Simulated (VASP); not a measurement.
# Rb (R-3m) in VASP: single point with PBE

Aim: the single point of Rb with PBE.

All numbers are computed with VASP 6.6.1; they aren't measurements. Logs are shortened: lines on timing, memory, paths and dates and some standing lists are left out, and cuts for length are marked.

### Step 1. The cell of the first run

The structure is trigonal, space group R-3m (No. 166). Conventional cell: a = 8.056 Å, b = 8.056 Å, c = 4.714 Å, α = 90.00°, β = 90.00°, γ = 120.00°.

### Step 2. Single point, PBE, collinear spin, ferromagnetic start

INCAR

```
PREC = Accurate
ENCUT = 520
EDIFF = 1E-7
ISMEAR = 0
SIGMA = 0.01
LREAL = False
LASPH = True
NELM = 150
ALGO = Normal
ISIF = 2
LWAVE = False
LCHARG = False
ISPIN = 2
MAGMOM = -0.03
LORBIT = 11
GGA = PE
NBANDS = 14
```

KPOINTS

```
regular mesh
0
Gamma
  8 8 8
```

POSCAR

```
Rb
1.0
   -2.8901800000      2.8060000000      2.8060000000
    2.8060000000     -2.8901800000      2.8060000000
    2.8060000000      2.8060000000     -2.8901800000
Rb
1
Direct
    0.0000000000      0.0000000000      0.0000000000
```

Potentials or basis: VASP PAW PBE potentials, release 64 (Rb_sv).

On the command line:

```console
$ cat potpaw_PBE.64/Rb_sv/POTCAR > POTCAR
$ mpirun -np 1 vasp_std > vasp.out
```

OUTCAR:

```text
PREC = Accurate
   ENCUT = 520
   EDIFF = 1E-7
   ISMEAR = 0
   LREAL = False
   LASPH = True
   NELM = 150
   ISIF = 2
   ISPIN = 2
   LORBIT = 11
   GGA = PE

 ion  position               nearest neighbor table
   1  0.000  0.000  0.000-

  LATTYP: Found a trigonal (rhomboedric) cell.
 ALAT       =     4.9092170896
 COS(alpha) =    -0.3463033748

  Lattice vectors:

 A1 = (  -2.8901800000,   2.8060000000,   2.8060000000)
 A2 = (   2.8060000000,  -2.8901800000,   2.8060000000)
 A3 = (   2.8060000000,   2.8060000000,  -2.8901800000)

Analysis of symmetry for initial positions (statically):
=====================================================================
 Subroutine PRICEL returns:
 Original cell was already a primitive cell.

 Routine SETGRP: Setting up the symmetry group for a
 trigonal (rhombohedral) supercell.

 Subroutine GETGRP returns: Found 12 space group operations
 (whereof 12 operations were pure point group operations)
 out of a pool of 12 trial point group operations.

The static configuration has the point symmetry D_3d.

Analysis of symmetry for dynamics (positions and initial velocities):
=====================================================================
 Subroutine PRICEL returns:
 Original cell was already a primitive cell.

 Routine SETGRP: Setting up the symmetry group for a
 trigonal (rhombohedral) supercell.

 Subroutine GETGRP returns: Found 12 space group operations
 (whereof 12 operations were pure point group operations)
 out of a pool of 12 trial point group operations.

The dynamic configuration has the point symmetry D_3d.

Analysis of structural, dynamic, and magnetic symmetry:
=====================================================================
 Subroutine PRICEL returns:
 Original cell was already a primitive cell.

 Routine SETGRP: Setting up the symmetry group for a
 trigonal (rhombohedral) supercell.

 Subroutine GETGRP returns: Found 12 space group operations
 (whereof 12 operations were pure point group operations)
 out of a pool of 12 trial point group operations.

The overall configuration has the point symmetry D_3d.

 Subroutine INISYM returns: Found 12 space group operations
 (whereof 12 operations are pure point group operations),
 and found     1 'primitive' translations

----------------------------------------------------------------------------------------

                                     Primitive cell

  volume of cell :      88.3134

  direct lattice vectors                    reciprocal lattice vectors
    -2.890180000  2.806000000  2.806000000     0.005429575  0.180985825  0.180985825
     2.806000000 -2.890180000  2.806000000     0.180985825  0.005429575  0.180985825
     2.806000000  2.806000000 -2.890180000     0.180985825  0.180985825  0.005429575

  length of vectors
     4.909217090  4.909217090  4.909217090     0.256010191  0.256010191  0.256010191

  position of ions in fractional coordinates (direct lattice)
     0.000000000  0.000000000  0.000000000

  ion indices of the primitive-cell ions
   primitive index   ion index
                 1           1

----------------------------------------------------------------------------------------

 KPOINTS: regular mesh

Automatic generation of k-mesh.
 Grid dimensions read from file:
 generate k-points for:    8    8    8

 Generating k-lattice:

  Cartesian coordinates                     Fractional coordinates (reciprocal lattice)
     0.000678697  0.022623228  0.022623228     0.125000000  0.000000000  0.000000000
     0.022623228  0.000678697  0.022623228     0.000000000  0.125000000  0.000000000
     0.022623228  0.022623228  0.000678697     0.000000000  0.000000000  0.125000000

  Length of vectors
     0.032001274  0.032001274  0.032001274

  Shift w.r.t. Gamma in fractional coordinates (k-lattice)
     0.000000000  0.000000000  0.000000000

 Subroutine IBZKPT returns following result:
 ===========================================

 Found     65 irreducible k-points:

 Following reciprocal coordinates:
            Coordinates               Weight
  0.000000  0.000000  0.000000      1.000000
  0.125000  0.000000  0.000000      6.000000
  0.250000  0.000000  0.000000      6.000000
  0.375000  0.000000  0.000000      6.000000
  0.500000  0.000000  0.000000      3.000000
  0.125000  0.125000  0.000000      6.000000
[... 16 lines left out ...]
  0.250000  0.125000  0.125000      6.000000
  0.375000  0.125000  0.125000      6.000000
 [... further k-points ...]
   k-points           NKPTS =     65   k-points in BZ     NKDIM =     65   number of bands    NBANDS=     14
   number of dos      NEDOS =    301   number of ions     NIONS =      1
   total plane-waves  NPLWV =  64000
   dimension x,y,z NGX =    40 NGY =   40 NGZ =   40
   dimension x,y,z NGXF=    80 NGYF=   80 NGZF=   80
   ions per type =               1
   NGX,Y,Z   is equivalent  to a cutoff of  13.55, 13.55, 13.55 a.u.
   NGXF,Y,Z  is equivalent  to a cutoff of  27.09, 27.09, 27.09 a.u.
 SYSTEM =  unknown system
   PREC   = accura    normal or accurate (medium, high low for compatibility)
   ISTART =      0    job   : 0-new  1-cont  2-samecut
   ICHARG =      2    charge: 1-file 2-atom 10-const
   ISPIN  =      2    spin polarized calculation?
   LNONCOLLINEAR =      F non collinear calculations
   LSORBIT =      F    spin-orbit coupling
   LASPH  =      T    aspherical Exc in radial PAW
   ENCUT  =  520.0 eV  38.22 Ry    6.18 a.u.   9.13  9.13  9.13*2*pi/ulx,y,z
   NELM   =    150;   NELMIN=  2; NELMDL= -5     # of ELM steps
   EDIFF  = 0.1E-06   stopping-criterion for ELM
   LREAL  =      F    real-space projection
   EDIFFG = 0.1E-05   stopping-criterion for IOM
   NSW    =      0    number of steps for IOM
   IBRION =     -1    ionic relax: 0-MD 1-quasi-New 2-CG
   NFREE  =      0    steps in history (QN), initial steepest desc. (CG)
   ISIF   =      2    stress and relaxation
   ISYM   =      2    0-nonsym 1-usesym 2-fastsym
   POTIM  = 0.5000    time-step for ionic-motion
   TEBEG  =    0.0;   TEEND  =   0.0 temperature during run
   PSTRESS=    0.0 pullay stress
   NELECT =       9.0000    total number of electrons
   NUPDOWN=      -1.0000    fix difference up-down
   EMIN   =  10.00;   EMAX   =-10.00  energy-range for DOS
   EFERMI =   0.00;   METHOD = LEGACY
   ISMEAR =     0;   SIGMA  =   0.01  broadening in eV -4-tet -1-fermi 0-gaus
   EFERMI_NEDOS =   21; number of points for ismear=-14 and -15
   IALGO  =     38    algorithm
   IMIX   =      4    mixing-type and parameters
     AMIX     =   0.40;   BMIX     =  1.00
     AMIX_MAG =   1.60;   BMIX_MAG =  1.00
  volume/ion in A,a.u.               =      88.31       595.97
  Fermi-wavevector in a.u.,A,eV,Ry     =   0.764681  1.445037  7.955822  0.584736
  Thomas-Fermi vector in A             =   1.864635
   LORBIT       =     11    0 simple, 1 ext, 2 COOP (PROOUT), +10 PAW based schemes
   GGA     = PE    functional components
   LHFCALC =     F    Hartree Fock is set to
   AEXX    =    0.0000 exact exchange contribution
   IVDW    =     0    specifies the selected vdW correction
   LEPSILON=     F    determine dielectric tensor
   LRPA    =     F    only Hartree local field effects (RPA)
 spin polarized calculation
 Gauss-broadening in eV      SIGMA  =   0.01
  energy-cutoff  :      520.00
  volume of cell :       88.31
 maximum number of plane-waves:      2399
 NGX is ok and might be reduce to    40
   NGX = 19   NGY = 19   NGZ = 19

 number of electron       9.0000000 magnetization      -0.0434437

 Free energy of the ion-electron system (eV)
  ---------------------------------------------------
  ext. energy  EPLUGINS =         0.00000000
  ---------------------------------------------------
  free energy    TOTEN  =        -0.92806509 eV

  energy without entropy =       -0.92801960  energy(sigma->0) =       -0.92804234

 E-fermi :   0.1198     XC(G=0):  -5.5385

 val. band max:        0.0926145592   @ k =   0.5000   0.3750   0.0000
 cond. band min:       0.1271074993   @ k =   0.5000   0.3750   0.1250
 fundamental gap:      0.0344929401
 Fermi energy:         0.1198230880

 spin component 1

 k-point     1 :       0.0000    0.0000    0.0000
  band No.  band energies     occupation
      1     -28.8069      1.00000
      2     -12.8480      1.00000
      3     -12.8480      1.00000
      4     -12.8407      1.00000
      5      -1.9096      1.00000
      6       3.6674      0.00000
      7       3.8316      0.00000
      8       3.8316      0.00000
      9       4.7871      0.00000
     10       4.7871      0.00000
     11       6.6773      0.00000
     12       7.0141      0.00000
     13       7.0141      0.00000
     14       9.5013      0.00000
[... 375 lines left out ...]
 k-point    24 :       0.3750    0.1250    0.1250
  band No.  band energies     occupation
      1     -28.8013      1.00000
      2     -12.9427      1.00000
      3     -12.8911      1.00000
      4     -12.8605      1.00000
      5       0.7631      0.00000
      6       1.1107      0.00000
      7       2.0850      0.00000
      8       3.7825      0.00000
      9       5.2371      0.00000
     10       5.3484      0.00000
     11       6.2219      0.00000
     12       6.6675      0.00000
     13       7.2304      0.00000
     14       9.7147      0.00000

 [... further k-points ...]

 spin component 2

 k-point     1 :       0.0000    0.0000    0.0000
  band No.  band energies     occupation
      1     -28.8102      1.00000
      2     -12.8514      1.00000
      3     -12.8514      1.00000
      4     -12.8444      1.00000
      5      -1.9530      1.00000
      6       3.6324      0.00000
      7       3.8189      0.00000
      8       3.8189      0.00000
      9       4.7696      0.00000
     10       4.7696      0.00000
     11       6.6308      0.00000
     12       6.9451      0.00000
     13       6.9451      0.00000
     14       9.4908      0.00000
[... 375 lines left out ...]
 k-point    24 :       0.3750    0.1250    0.1250
  band No.  band energies     occupation
      1     -28.8046      1.00000
      2     -12.9471      1.00000
      3     -12.8947      1.00000
      4     -12.8639      1.00000
      5       0.7285      0.00000
      6       1.0556      0.00000
      7       2.0511      0.00000
      8       3.7537      0.00000
      9       5.2246      0.00000
     10       5.3388      0.00000
     11       6.1889      0.00000
     12       6.6597      0.00000
     13       7.2187      0.00000
     14       9.6764      0.00000

 [... further k-points ...]
[... 5 lines left out ...]
  --------------------------------------------------------------------------------------
  -------------------------------------------------------------------------------------
  Total        0.0555790      0.0555790      0.0555790      0.0085896      0.0085896      0.0085896
  in kB        1.0083107      1.0083107      1.0083107      0.1558311      0.1558311      0.1558311
  external PRESSURE =       1.0083107 kB  Pullay stress =       0.0000000 kB

 VOLUME and BASIS-vectors are now :
 -----------------------------------------------------------------------------
  energy-cutoff  :      520.00
  volume of cell :       88.31
      direct lattice vectors                 reciprocal lattice vectors
    -2.890180000  2.806000000  2.806000000     0.005429575  0.180985825  0.180985825
     2.806000000 -2.890180000  2.806000000     0.180985825  0.005429575  0.180985825
     2.806000000  2.806000000 -2.890180000     0.180985825  0.180985825  0.005429575

 POSITION                                       TOTAL-FORCE (eV/Angst)
 -----------------------------------------------------------------------------------
      0.00000      0.00000      0.00000        -0.000000      0.000000     -0.000000
 -----------------------------------------------------------------------------------
    total drift:                               -0.000000      0.000000     -0.000000

  FREE ENERGIE OF THE ION-ELECTRON SYSTEM (eV)
  ---------------------------------------------------
  free  energy   TOTEN  =        -0.9280650875 eV

  energy  without entropy=       -0.9280195957  energy(sigma->0) =       -0.92804234

 total charge

# of ion       s       p       d       tot
------------------------------------------
    1        1.965   5.320   0.005   7.291

 magnetization (x)

# of ion       s       p       d       tot
------------------------------------------
    1       -0.001  -0.001  -0.001  -0.003
```

Wall time 2.7 min (1 thread of Oxide Virtual Turin-like, shared host); peak memory 0.31 GiB.

Results:

| Quantity | Value |
| --- | --- |
| Free energy | -0.9281 eV |
| Pressure | 0.1 GPa |
| Net moment | -0.04 μB per cell |
| Valence electrons inside the program's atomic spheres | Rb 7.29 |
